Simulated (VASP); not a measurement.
Ba: single point with PBE

Crystal: Ba.

```xyz
2
Lattice="0.0000 3.2380 3.2380 3.2380 0.0000 3.2380 3.2380 3.2380 0.0000" Properties=species:S:1:pos:R:3 pbc="T T T"
Ba   -0.8095   -0.8095   -0.8095
Ba    0.8095    0.8095    0.8095
```

This cell differs from its parent crystal: volume scaled by 0.6.

```json
{
 "Program": "VASP 6.6.1",
 "Task": "single point",
 "Functional": "PBE",
 "Potentials or basis": "VASP PAW PBE potentials, release 64 (Ba_sv)",
 "Cutoff": "520 eV",
 "k mesh": "9 × 9 × 9",
 "Occupations": "fermi-dirac, width 0.05 eV",
 "Spin": "no spin polarisation"
}
```

```
Pressure               : 27.0 GPa
Band gap on the k mesh : zero (band 10 reaches 3.97 eV, above the bottom of band 11 at 3.43 eV)
```

Levels at points of the mesh, in eV from the Fermi level:
```
           k point  band 6  band 7  band 8  band 9  band 10  band 11  band 12  band 13  band 14  band 15
(0.00, 0.00, 0.00)  -12.45  -12.45  -12.45   -1.61     0.01     0.01     2.51     2.51     2.51     6.13
```

It took 43 s on 1 thread of AMD EPYC 7R43 64-Core Processor (Zen 3), with other jobs on the host, peak memory 0.18 GiB.

Caveat: spin-orbit coupling is left out, which moves the levels of the heavy elements.
